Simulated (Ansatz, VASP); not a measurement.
**One calculation of Ba3AlN3, two programs**

POSCAR

```
Ba3AlN3
1.0
    8.3846860344      0.0000000000      0.0000000000
   -4.1923430172      7.2613511086      0.0000000000
    0.0000000000      0.0000000000      5.6099810000
Ba Al N
6 2 6
Direct
    0.9423350100      0.6367070100      0.2500000000
    0.6943720000      0.0576649900      0.2500000000
    0.3632929900      0.3056280000      0.2500000000
    0.0576649900      0.3632929900      0.7500000000
    0.3056280000      0.9423350100      0.7500000000
    0.6367070100      0.6943720000      0.7500000000
    0.6666666667      0.3333333333      0.7500000000
    0.3333333333      0.6666666667      0.2500000000
    0.8754090100      0.5657350100      0.7500000000
    0.6903260000      0.1245909900      0.7500000000
    0.4342649900      0.3096740000      0.7500000000
    0.1245909900      0.4342649900      0.2500000000
    0.3096740000      0.8754090100      0.2500000000
    0.5657350100      0.6903260000      0.2500000000
```

File INCAR.step1:

```
SYSTEM = Ba3AlN3
PREC = Accurate
ENCUT = 520
ISMEAR = -1
SIGMA = 0.02
LREAL = .FALSE.
LASPH = .TRUE.
NELM = 100
NBANDS = 61
GGA = PE
ALGO = Normal
EDIFF = 1E-4
LWAVE = .TRUE.
LCHARG = .FALSE.
```

INCAR.step2

```
SYSTEM = Ba3AlN3
PREC = Accurate
ENCUT = 520
EDIFF = 1E-8
ISMEAR = -1
SIGMA = 0.02
LREAL = .FALSE.
LASPH = .TRUE.
NELM = 100
ALGO = Normal
ISIF = 2
LWAVE = .FALSE.
LCHARG = .FALSE.
METAGGA = R2SCAN
LMIXTAU = .TRUE.
LEFG = .TRUE.
NBANDS = 61
ISTART = 1
```

File KPOINTS:

```
Automatic mesh
0
G
  4 4 5
  0 0 0
```

Input for Ansatz:

```yaml
crystal:
  lattice:
    - [8.3846860344, 0.0, 0.0]
    - [-4.1923430172, 7.2613511086, 0.0]
    - [0.0, 0.0, 5.609981]
  atoms:
    - { symbol: Ba, position: [0.94233501, 0.63670701, 0.25] }
    - { symbol: Ba, position: [0.694372, 0.05766499, 0.25] }
    - { symbol: Ba, position: [0.36329299, 0.305628, 0.25] }
    - { symbol: Ba, position: [0.05766499, 0.36329299, 0.75] }
    - { symbol: Ba, position: [0.305628, 0.94233501, 0.75] }
    - { symbol: Ba, position: [0.63670701, 0.694372, 0.75] }
    - { symbol: Al, position: [0.6666666667, 0.3333333333, 0.75] }
    - { symbol: Al, position: [0.3333333333, 0.6666666667, 0.25] }
    - { symbol: "N", position: [0.87540901, 0.56573501, 0.75] }
    - { symbol: "N", position: [0.690326, 0.12459099, 0.75] }
    - { symbol: "N", position: [0.43426499, 0.309674, 0.75] }
    - { symbol: "N", position: [0.12459099, 0.43426499, 0.25] }
    - { symbol: "N", position: [0.309674, 0.87540901, 0.25] }
    - { symbol: "N", position: [0.56573501, 0.690326, 0.25] }
kpoints:
  mp_grid: { grid: [4, 4, 5] }
scf:
  occupations: { method: fermi_dirac, width: 0.02 }
hamiltonian:
  xc: r2scan
  pseudopotentials: { kind: paw }
output:
  forces: true
  stress: true
  populations: true
  efg:
    quadrupole_moments_barn: { Ba: 0.236, Al: 0.1466, "N": 0.02044 }
    contact_densities: true
  write_density: true
  write_potential: true
  elf: true
  volumetric_format: npy
```

Alike in both runs: task electric field gradients; functional r2SCAN; k mesh 4 × 4 × 5; occupations fermi-dirac, width 0.02 eV; no spin polarisation.

|  | VASP | Ansatz |
| --- | --- | --- |
| version | VASP 6.6.1 | Ansatz 0.2.0 |
| potentials or method | VASP PAW PBE potentials, release 64 (Ba_sv, Al, N) | plane-wave PAW, scalar-relativistic |
| plane-wave cutoff (eV) | 520 | 500 |
| valence electrons in the cell | 96 | 96 |

```csv
,VASP,Ansatz,Ansatz less VASP
pressure (GPa),-0.9,-1.9,-0.97
"traceless stress, the component that is largest in VASP (GPa)",0.46,0.32,-0.143
rms of the force components (eV/Å),0.101,0.098,-0.0028
size of Vzz on the site where it differs most (V/Å²),187.8,180.1,-7.64
```

VASP's potentials were made for PBE, not for r2SCAN. Atom by atom the forces differ by 0.049 eV/Å (rms over components). The functional is the same, so the differences come from potentials, cutoffs and numerics.

Spin-orbit coupling is off throughout.
